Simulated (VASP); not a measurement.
# Ba4N (P-43m) in VASP: a series of runs, part 2 of 2

VASP 6.6.1. Earlier steps stand in the parts before.

### Step 3. Single point, PBE, collinear spin, ferromagnetic start (atoms taken out)

INCAR

```
ALGO     = Normal         # electronic algorithm
EDIFF    = 1E-6           # SCF threshold, eV
ENCUT    = 520            # plane-wave cutoff, eV
GGA      = PE             # functional
ISIF     = 2              # what is computed and relaxed
ISMEAR   = 0              # smearing method
ISPIN    = 2              # spin polarisation
LASPH    = True           # aspherical terms in the spheres
LCHARG   = False          # write CHGCAR
LORBIT   = 11             # projections on sites
LREAL    = False          # projectors in reciprocal space
LWAVE    = False          # write WAVECAR
MAGMOM   = 0 0 0 0 1      # initial moments
NBANDS   = 34             # bands
NELM     = 150            # most SCF steps
PREC     = Accurate       # precision mode
SIGMA    = 0.1            # smearing width, eV
```

KPOINTS

```
k-points
0
Gamma
  4 4 4
```

POSCAR

```
Ba4N
1.0
    6.6433300507      0.0000000000      0.0000000000
    0.0000000000      6.6433300507      0.0000000000
    0.0000000000      0.0000000000      6.6433300507
Ba N
4 1
Direct
    0.2156752894      0.2156752894      0.2156752894
    0.7843247106      0.7843247106      0.2156752894
    0.7843247106      0.2156752894      0.7843247106
    0.2156752894      0.7843247106      0.7843247106
    0.0000000000      0.0000000000      0.0000000000
```

Potentials or basis: VASP PAW PBE potentials, release 64 (Ba_sv, N).

Command:

```sh
$ cat potpaw_PBE.64/Ba_sv/POTCAR potpaw_PBE.64/N/POTCAR > POTCAR
$ mpirun -np 1 vasp_std > vasp.out
```

OUTCAR:

```text
EDIFF = 1E-6
   ENCUT = 520
   GGA = PE
   ISIF = 2
   ISMEAR = 0
   ISPIN = 2
   LASPH = True
   LORBIT = 11
   LREAL = False
   NELM = 150
   PREC = Accurate

 ion  position               nearest neighbor table
   1  0.216  0.216  0.216-   5 2.48   3 4.05   4 4.05   2 4.05   3 4.74   4 4.74   2 4.74   3 4.74
                             2 4.74   4 4.74
   2  0.784  0.784  0.216-   5 2.48   3 4.05   4 4.05   1 4.05   3 4.74   4 4.74   1 4.74   3 4.74
                             1 4.74   4 4.74
   3  0.784  0.216  0.784-   5 2.48   2 4.05   4 4.05   1 4.05   2 4.74   4 4.74   1 4.74   2 4.74
                             1 4.74   4 4.74
   4  0.216  0.784  0.784-   5 2.48   2 4.05   3 4.05   1 4.05   2 4.74   3 4.74   1 4.74   2 4.74
                             1 4.74   3 4.74
   5  0.000  0.000  0.000-   1 2.48   2 2.48   3 2.48   4 2.48

  LATTYP: Found a simple cubic cell.
 ALAT       =     6.6433300507

  Lattice vectors:

[... 941 lines left out ...]
  Direction    XX          YY          ZZ          XY          YZ          ZX
  --------------------------------------------------------------------------------------
  -------------------------------------------------------------------------------------
  Total        1.0346918      1.0346918      1.0346918     -0.0000000     -0.0000000     -0.0000000
  in kB        5.6541081      5.6541081      5.6541081     -0.0000000     -0.0000000     -0.0000000
  external PRESSURE =       5.6541081 kB  Pullay stress =       0.0000000 kB

 VOLUME and BASIS-vectors are now :
 -----------------------------------------------------------------------------
  energy-cutoff  :      520.00
  volume of cell :      293.20
      direct lattice vectors                 reciprocal lattice vectors
     6.643330051  0.000000000  0.000000000     0.150526918  0.000000000  0.000000000
     0.000000000  6.643330051  0.000000000     0.000000000  0.150526918  0.000000000
     0.000000000  0.000000000  6.643330051     0.000000000  0.000000000  0.150526918

 POSITION                                       TOTAL-FORCE (eV/Angst)
 -----------------------------------------------------------------------------------
      1.43280      1.43280      1.43280         0.172772      0.172772      0.172772
      5.21053      5.21053      1.43280        -0.172772     -0.172772      0.172772
      5.21053      1.43280      5.21053        -0.172772      0.172772     -0.172772
      1.43280      5.21053      5.21053         0.172772     -0.172772     -0.172772
      0.00000      0.00000      0.00000         0.000000      0.000000     -0.000000
 -----------------------------------------------------------------------------------
    total drift:                               -0.000000     -0.000000     -0.000000

  FREE ENERGIE OF THE ION-ELECTRON SYSTEM (eV)
  ---------------------------------------------------
  free  energy   TOTEN  =       -16.9006186679 eV

  energy  without entropy=      -16.8607711055  energy(sigma->0) =      -16.88069489

 total charge

# of ion       s       p       d       tot
------------------------------------------
    1        2.051   5.558   0.352   7.961
    2        2.051   5.558   0.352   7.961
    3        2.051   5.558   0.352   7.961
    4        2.051   5.558   0.352   7.961
    5        1.279   2.346   0.000   3.625
--------------------------------------------------
tot          9.485  24.579   1.406  35.469

 magnetization (x)

# of ion       s       p       d       tot
------------------------------------------
    1       -0.000  -0.000  -0.001  -0.001
    2       -0.000  -0.000  -0.001  -0.001
    3       -0.000  -0.000  -0.001  -0.001
    4       -0.000  -0.000  -0.001  -0.001
    5       -0.000  -0.001   0.000  -0.001
--------------------------------------------------
tot         -0.000  -0.002  -0.003  -0.005
```

Run time: 2.3 min. Hardware: 1 thread of Intel Xeon 6975P-C (Granite Rapids), shared host; peak memory 0.49 GiB.

Results:

* Free energy: -16.9006 eV
* Pressure: 0.6 GPa
* Largest force: 0.299 eV/Å
* Net moment: -0.03 μB per cell
* Valence electrons inside the program's atomic spheres: Ba 7.96; N 3.62

Forces in eV/Å, atoms in the order of the input:
```
Ba   0.173  0.173  0.173
Ba  -0.173 -0.173  0.173
Ba  -0.173  0.173 -0.173
Ba   0.173 -0.173 -0.173
N    0.000  0.000  0.000
```

Caveat: the cell differs from its parent crystal (atoms taken out).
